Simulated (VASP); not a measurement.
# Mo in VASP: further runs

The runs below take Mo through single point, with LDA, PBEsol.

All numbers are computed with VASP 6.6.1; they aren't measurements. Logs are shortened: lines on timing, memory, paths and dates and some standing lists are left out, and cuts for length are marked.

### 1 The cell of the first run

The structure is cubic, space group Im-3m (No. 229). Conventional cell: a = 3.230 Å, b = 3.230 Å, c = 3.230 Å, α = 90.00°, β = 90.00°, γ = 90.00°. Within 3.7 Å of Mo (site symmetry m-3m) lie 14 Mo at 2.80 to 3.23 Å.

### 2 Single point, LDA (volume scaled by 1.06)

Contents of INCAR:

```
SYSTEM = Mo
ALGO     = Normal         ! electronic algorithm
EDIFF    = 1E-7           ! SCF threshold, eV
ENCUT    = 520            ! plane-wave cutoff, eV
GGA      = CA             ! functional
ISIF     = 2              ! what is computed and relaxed
ISMEAR   = -1             ! smearing method
LASPH    = .TRUE.         ! aspherical terms in the spheres
LCHARG   = .FALSE.        ! write CHGCAR
LREAL    = .FALSE.        ! projectors in reciprocal space
LWAVE    = .FALSE.        ! write WAVECAR
NBANDS   = 13             ! bands
NELM     = 60             ! most SCF steps
PREC     = Accurate       ! precision mode
SIGMA    = 0.05           ! smearing width, eV
```

Contents of KPOINTS:

```
k-points
0
G
  12 12 12
  0 0 0
```

Contents of POSCAR:

```
Mo
1.0
   -1.6148719360      1.6148719360      1.6148719360
    1.6148719360     -1.6148719360      1.6148719360
    1.6148719360      1.6148719360     -1.6148719360
Mo
1
Direct
    0.0000000000      0.0000000000      0.0000000000
```

Potentials or basis: VASP PAW LDA potentials, release 64 (Mo_sv).

On the command line:

```bash
$ cat potpaw_LDA.64/Mo_sv/POTCAR > POTCAR
$ mpirun -np 1 vasp_std > vasp.out
```

OUTCAR:

```text
SYSTEM = Mo
   EDIFF = 1E-7
   ENCUT = 520
   GGA = CA
   ISIF = 2
   ISMEAR = -1
   LASPH = .TRUE.
   LREAL = .FALSE.
   NELM = 60
   PREC = Accurate

 ion  position               nearest neighbor table
   1  0.000  0.000  0.000-

  LATTYP: Found a body centered cubic cell.
 ALAT       =     3.2297438720

  Lattice vectors:

 A1 = (  -1.6148719360,   1.6148719360,   1.6148719360)
 A2 = (   1.6148719360,  -1.6148719360,   1.6148719360)
 A3 = (   1.6148719360,   1.6148719360,  -1.6148719360)

Analysis of symmetry for initial positions (statically):
=====================================================================
 Subroutine PRICEL returns:
 Original cell was already a primitive cell.

 Routine SETGRP: Setting up the symmetry group for a
 body centered cubic supercell.

 Subroutine GETGRP returns: Found 48 space group operations
 (whereof 48 operations were pure point group operations)
 out of a pool of 48 trial point group operations.

The static configuration has the point symmetry O_h .

Analysis of symmetry for dynamics (positions and initial velocities):
=====================================================================
 Subroutine PRICEL returns:
 Original cell was already a primitive cell.

 Routine SETGRP: Setting up the symmetry group for a
 body centered cubic supercell.

 Subroutine GETGRP returns: Found 48 space group operations
 (whereof 48 operations were pure point group operations)
 out of a pool of 48 trial point group operations.

The dynamic configuration has the point symmetry O_h .

 Subroutine INISYM returns: Found 48 space group operations
 (whereof 48 operations are pure point group operations),
 and found     1 'primitive' translations

----------------------------------------------------------------------------------------

                                     Primitive cell

  volume of cell :      16.8451

  direct lattice vectors                    reciprocal lattice vectors
    -1.614871936  1.614871936  1.614871936     0.000000000  0.309622075  0.309622075
     1.614871936 -1.614871936  1.614871936     0.309622075  0.000000000  0.309622075
     1.614871936  1.614871936 -1.614871936     0.309622075  0.309622075  0.000000000

  length of vectors
     2.797040241  2.797040241  2.797040241     0.437871738  0.437871738  0.437871738

  position of ions in fractional coordinates (direct lattice)
     0.000000000  0.000000000  0.000000000
[... 76 lines left out ...]
   EDIFF  = 0.1E-06   stopping-criterion for ELM
   LREAL  =      F    real-space projection
   EDIFFG = 0.1E-05   stopping-criterion for IOM
   NSW    =      0    number of steps for IOM
   IBRION =     -1    ionic relax: 0-MD 1-quasi-New 2-CG
   NFREE  =      0    steps in history (QN), initial steepest desc. (CG)
   ISIF   =      2    stress and relaxation
   ISYM   =      2    0-nonsym 1-usesym 2-fastsym
   POTIM  = 0.5000    time-step for ionic-motion
   TEBEG  =    0.0;   TEEND  =   0.0 temperature during run
   PSTRESS=    0.0 pullay stress
   NELECT =      14.0000    total number of electrons
   NUPDOWN=      -1.0000    fix difference up-down
   EMIN   =  10.00;   EMAX   =-10.00  energy-range for DOS
   EFERMI =   0.00;   METHOD = LEGACY
   ISMEAR =    -1;   SIGMA  =   0.05  broadening in eV -4-tet -1-fermi 0-gaus
   EFERMI_NEDOS =   21; number of points for ismear=-14 and -15
   IALGO  =     38    algorithm
   IMIX   =      4    mixing-type and parameters
     AMIX     =   0.40;   BMIX     =  1.00
     AMIX_MAG =   1.60;   BMIX_MAG =  1.00
  volume/ion in A,a.u.               =      16.85       113.68
  Fermi-wavevector in a.u.,A,eV,Ry     =   1.539192  2.908651 32.233720  2.369112
  Thomas-Fermi vector in A             =   2.645454
   LORBIT       =      0    0 simple, 1 ext, 2 COOP (PROOUT), +10 PAW based schemes
   GGA     = CA    functional components
   LHFCALC =     F    Hartree Fock is set to
   AEXX    =    0.0000 exact exchange contribution
   IVDW    =     0    specifies the selected vdW correction
   LEPSILON=     F    determine dielectric tensor
   LRPA    =     F    only Hartree local field effects (RPA)
 non-spin polarized calculation
  energy-cutoff  :      520.00
  volume of cell :       16.85
 maximum number of plane-waves:       468
 NGX is ok and might be reduce to    24
   NGX = 11   NGY = 11   NGZ = 11

 number of electron      13.9999998 magnetization

 Free energy of the ion-electron system (eV)
  ---------------------------------------------------
  ext. energy  EPLUGINS =         0.00000000
  ---------------------------------------------------
  free energy    TOTEN  =       -11.99858398 eV

  energy without entropy =      -11.99585344  energy(sigma->0) =      -11.99721871

 E-fermi :  11.2491     XC(G=0): -13.1899

 val. band max:       11.2223103407   @ k =  -0.1667   0.2500   0.0833
 cond. band min:      11.2993821067   @ k =  -0.3333   0.3333   0.2500
 fundamental gap:      0.0770717660
 Fermi energy:        11.2491487089

 k-point     1 :       0.0000    0.0000    0.0000
  band No.  band energies     occupation
      1     -49.6406      2.00000
      2     -23.2362      2.00000
      3     -23.2362      2.00000
      4     -23.2362      2.00000
      5       4.3189      2.00000
      6      10.0536      2.00000
      7      10.0536      2.00000
      8      10.0536      2.00000
      9      12.7781      0.00000
     10      12.7781      0.00000
     11      25.9963      0.00000
     12      25.9963      0.00000
     13      25.9963      0.00000
[... 354 lines left out ...]
  band No.  band energies     occupation
      1     -49.4367      2.00000
      2     -24.2832      2.00000
      3     -23.6494      2.00000
      4     -23.3178      2.00000
      5       6.9125      2.00000
      6       8.2020      2.00000
      7      11.5106      0.01065
      8      12.9280      0.00000
      9      13.3644      0.00000
     10      17.1092      0.00000
     11      21.3166      0.00000
     12      23.5213      0.00000
     13      26.2919      0.00000

 [... further k-points ...]
[... 5 lines left out ...]
  --------------------------------------------------------------------------------------
  -------------------------------------------------------------------------------------
  Total       -2.6522435     -2.6522435     -2.6522435      0.0000000     -0.0000000      0.0000000
  in kB     -252.2607774   -252.2607774   -252.2607774      0.0000000     -0.0000000      0.0000000
  external PRESSURE =    -252.2607774 kB  Pullay stress =       0.0000000 kB

 VOLUME and BASIS-vectors are now :
 -----------------------------------------------------------------------------
  energy-cutoff  :      520.00
  volume of cell :       16.85
      direct lattice vectors                 reciprocal lattice vectors
    -1.614871936  1.614871936  1.614871936     0.000000000  0.309622075  0.309622075
     1.614871936 -1.614871936  1.614871936     0.309622075  0.000000000  0.309622075
     1.614871936  1.614871936 -1.614871936     0.309622075  0.309622075  0.000000000

 POSITION                                       TOTAL-FORCE (eV/Angst)
 -----------------------------------------------------------------------------------
      0.00000      0.00000      0.00000         0.000000      0.000000      0.000000
 -----------------------------------------------------------------------------------
    total drift:                               -0.000000      0.000000      0.000000

  FREE ENERGIE OF THE ION-ELECTRON SYSTEM (eV)
  ---------------------------------------------------
  free  energy   TOTEN  =       -11.9985839822 eV

  energy  without entropy=      -11.9958534423  energy(sigma->0) =      -11.99721871
```

Run time: 27 s. Hardware: 1 thread of AMD EPYC 7R13, shared host; peak memory 0.11 GiB.

What came out:

```yaml
Free_energy: -11.9986 eV
Pressure: -25.2 GPa
Band_gap_on_the_k_mesh: zero (band 7 reaches 14.89 eV, above the bottom of band 8 at 10.05 eV)
```

Caveat: the cell differs from its parent crystal (volume scaled by 1.06).

### 3 Single point, PBEsol

This run uses another cell than the first one, of 14.65 Å³/atom, 0.869 times its volume.

Contents of INCAR:

```
SYSTEM = Mo
ALGO = Fast
EDIFF = 1E-6
ENCUT = 520
GGA = PS
ISIF = 2
ISMEAR = -1
LASPH = .TRUE.
LCHARG = .TRUE.
LELF = .TRUE.
LREAL = .FALSE.
LVHAR = .TRUE.
LWAVE = .FALSE.
NBANDS = 13
NELM = 100
PREC = Accurate
SIGMA = 0.05
```

KPOINTS is that of step 2.

Contents of POSCAR:

```
Mo
1.0
   -1.5204566130      1.5204566130      1.5838089719
    1.5204566130     -1.5204566130      1.5838089719
    1.5204566130      1.5204566130     -1.5838089719
Mo
1
Direct
    0.0000000000      0.0000000000      0.0000000000
```

Potentials or basis: VASP PAW PBE potentials, release 64 (Mo_sv).

On the command line:

```bash
$ cat potpaw_PBE.64/Mo_sv/POTCAR > POTCAR
$ mpirun -np 1 vasp_std > vasp.out
```

OUTCAR:

```text
SYSTEM = Mo
   EDIFF = 1E-6
   ENCUT = 520
   GGA = PS
   ISIF = 2
   ISMEAR = -1
   LASPH = .TRUE.
   LREAL = .FALSE.
   NELM = 100
   PREC = Accurate

 ion  position               nearest neighbor table
   1  0.000  0.000  0.000-

  LATTYP: Found a body centered tetragonal cell.
 ALAT       =     3.0409132260
 C/A-ratio  =     1.0416666667

  Lattice vectors:

 A1 = (  -1.5204566130,   1.5204566130,   1.5838089719)
 A2 = (   1.5204566130,  -1.5204566130,   1.5838089719)
 A3 = (   1.5204566130,   1.5204566130,  -1.5838089719)

Analysis of symmetry for initial positions (statically):
=====================================================================
 Subroutine PRICEL returns:
 Original cell was already a primitive cell.

 Routine SETGRP: Setting up the symmetry group for a
 body centered tetragonal supercell.

 Subroutine GETGRP returns: Found 16 space group operations
 (whereof 16 operations were pure point group operations)
 out of a pool of 16 trial point group operations.

The static configuration has the point symmetry D_4h.

Analysis of symmetry for dynamics (positions and initial velocities):
=====================================================================
 Subroutine PRICEL returns:
 Original cell was already a primitive cell.

 Routine SETGRP: Setting up the symmetry group for a
 body centered tetragonal supercell.

 Subroutine GETGRP returns: Found 16 space group operations
 (whereof 16 operations were pure point group operations)
 out of a pool of 16 trial point group operations.

The dynamic configuration has the point symmetry D_4h.

 Subroutine INISYM returns: Found 16 space group operations
 (whereof 16 operations are pure point group operations),
 and found     1 'primitive' translations

----------------------------------------------------------------------------------------

                                     Primitive cell

  volume of cell :      14.6457

[... 107 lines left out ...]
  volume/ion in A,a.u.               =      14.65        98.83
  Fermi-wavevector in a.u.,A,eV,Ry     =   1.612676  3.047516 35.385013  2.600725
  Thomas-Fermi vector in A             =   2.707868
   LORBIT       =      0    0 simple, 1 ext, 2 COOP (PROOUT), +10 PAW based schemes
   GGA     = PS    functional components
   LHFCALC =     F    Hartree Fock is set to
   AEXX    =    0.0000 exact exchange contribution
   IVDW    =     0    specifies the selected vdW correction
   LEPSILON=     F    determine dielectric tensor
   LRPA    =     F    only Hartree local field effects (RPA)
 non-spin polarized calculation
 RMM-DIIS sequential band-by-band and
  energy-cutoff  :      520.00
  volume of cell :       14.65
 maximum number of plane-waves:       410
   NGX =  9   NGY =  9   NGZ =  9

 number of electron      13.9999998 magnetization

 Free energy of the ion-electron system (eV)
  ---------------------------------------------------
  ext. energy  EPLUGINS =         0.00000000
  ---------------------------------------------------
  free energy    TOTEN  =       -11.74253731 eV

  energy without entropy =      -11.73968512  energy(sigma->0) =      -11.74111122

 E-fermi :  13.4669     XC(G=0): -13.9001

 val. band max:       13.4426133618   @ k =  -0.1667  -0.1667   0.1667
 cond. band min:      13.4788672689   @ k =   0.5000   0.3333   0.0833
 fundamental gap:      0.0362539072
 Fermi energy:        13.4669226724

 k-point     1 :       0.0000    0.0000    0.0000
  band No.  band energies     occupation
      1     -47.6706      2.00000
      2     -20.7981      2.00000
      3     -20.7849      2.00000
      4     -20.7849      2.00000
      5       6.0540      2.00000
      6      11.8935      2.00000
      7      11.8935      2.00000
      8      12.3901      2.00000
      9      14.9623      0.00000
     10      15.6095      0.00000
     11      27.9226      0.00000
     12      28.7290      0.00000
     13      28.7290      0.00000
[... 354 lines left out ...]
  band No.  band energies     occupation
      1     -47.3796      2.00000
      2     -22.1229      2.00000
      3     -21.2886      2.00000
      4     -20.9335      2.00000
      5       8.9520      2.00000
      6      10.4614      2.00000
      7      11.6512      2.00000
      8      14.5250      0.00000
      9      16.3318      0.00000
     10      18.0004      0.00000
     11      27.7761      0.00000
     12      28.7242      0.00000
     13      32.8184      0.00000

 [... further k-points ...]
[... 5 lines left out ...]
  --------------------------------------------------------------------------------------
  -------------------------------------------------------------------------------------
  Total        1.8595947      1.8595947      0.3778050      0.0000000      0.0000000      0.0000000
  in kB      203.4314175    203.4314175     41.3301893      0.0000000      0.0000000      0.0000000
  external PRESSURE =     149.3976747 kB  Pullay stress =       0.0000000 kB

 VOLUME and BASIS-vectors are now :
 -----------------------------------------------------------------------------
  energy-cutoff  :      520.00
  volume of cell :       14.65
      direct lattice vectors                 reciprocal lattice vectors
    -1.520456613  1.520456613  1.583808972     0.000000000  0.328848581  0.315694638
     1.520456613 -1.520456613  1.583808972     0.328848581  0.000000000  0.315694638
     1.520456613  1.520456613 -1.583808972     0.328848581  0.328848581  0.000000000

 POSITION                                       TOTAL-FORCE (eV/Angst)
 -----------------------------------------------------------------------------------
      0.00000      0.00000      0.00000         0.000000     -0.000000     -0.000000
 -----------------------------------------------------------------------------------
    total drift:                                0.000000     -0.000000      0.000000

  FREE ENERGIE OF THE ION-ELECTRON SYSTEM (eV)
  ---------------------------------------------------
  free  energy   TOTEN  =       -11.7425373146 eV

  energy  without entropy=      -11.7396851219  energy(sigma->0) =      -11.74111122
```

Wall time 42 s (1 thread of AMD EPYC 7R13, shared host); peak memory 0.11 GiB.

What came out:

* Free energy: -11.7425 eV
* Pressure: 14.9 GPa
* Band gap on the k mesh: zero (band 7 reaches 17.84 eV, above the bottom of band 8 at 12.30 eV)

Caveat: the PAW data sets were made with another functional, which shifts forces and pressure a little.

### 4 Single point, PBEsol

This run uses another cell than the first one, of 15.26 Å³/atom, 0.906 times its volume.

Contents of INCAR:

```
SYSTEM = Mo
PREC = Accurate ; ENCUT = 520
EDIFF = 1E-6 ; ISMEAR = -1
SIGMA = 0.05 ; LREAL = .False.
LASPH = .True. ; NELM = 80
ALGO = Normal ; ISIF = 2
LWAVE = .False. ; LCHARG = .False.
GGA = PS ; NBANDS = 13
```

Contents of KPOINTS:

```
regular mesh
0
Gamma
  12 12 12
  0 0 0
```

Contents of POSCAR:

```
Mo
1.0
   -1.5521327925      1.5521327925      1.5838089719
    1.5521327925     -1.5521327925      1.5838089719
    1.5521327925      1.5521327925     -1.5838089719
Mo
1
Direct
    0.0000000000      0.0000000000      0.0000000000
```

On the command line:

```bash
$ cat potpaw_PBE.64/Mo_sv/POTCAR > POTCAR
$ mpirun -np 1 vasp_std > vasp.out
```

It took 40 s on 1 thread of AMD EPYC 7R13, shared host; peak memory 0.11 GiB.

The run converged. Its results:

```yaml
Free_energy: -11.7893 eV
Pressure: 1.7 GPa
Band_gap_on_the_k_mesh: zero (band 7 reaches 16.95 eV, above the bottom of band 8 at 11.60 eV)
```

Stress tensor (GPa, compression positive):
```
 4.25  0.00  0.00
 0.00  4.25  0.00
 0.00  0.00 -3.37
```

Levels at points of the mesh, in eV from the Fermi level:
| k point | band 5 | band 6 | band 7 | band 8 | band 9 | band 10 |
| --- | --- | --- | --- | --- | --- | --- |
| (0.00, 0.00, 0.00) | -7.29 | -1.42 | -1.42 | -1.18 | 1.60 | 1.91 |
| (0.50, 0.00, 0.00) | -5.42 | -3.37 | 1.67 | 1.71 | 2.44 | 5.00 |
| (0.50, 0.50, 0.00) | -5.45 | -3.62 | 1.88 | 2.01 | 2.56 | 5.05 |
| (0.50, 0.50, 0.50) | -5.61 | -5.56 | 4.17 | 4.25 | 4.25 | 8.93 |

Caveat: the PAW data sets were made with another functional, which shifts forces and pressure a little.

### 5 Overview

| level | potentials or basis | cell | gap on the mesh (eV) | pressure (GPa) |
| --- | --- | --- | --- | --- |
| LDA | VASP PAW LDA potentials, release 64 (Mo_sv) | a = 2.797 Å, angles 109.5°, 1 atom | none | -25.2 |
| PBEsol | VASP PAW PBE potentials, release 64 (Mo_sv) | a = 2.671 Å, angles 110.6, 110.6, 107.3°, 1 atom | none | 14.9 |
| PBEsol | VASP PAW PBE potentials, release 64 (Mo_sv) | a = 2.707 Å, angles 110.0, 110.0, 108.4°, 1 atom | none | 1.7 |

Alike in all rows: task single point; no spin polarisation; k mesh 12 × 12 × 12; cutoff (eV) 520; smearing fermi-dirac 0.05 eV.

Caveats: the PAW data sets were made with another functional, which shifts forces and pressure a little (some runs).

Total energies depend on the potentials used, so only differences within one code and one set of settings carry meaning.
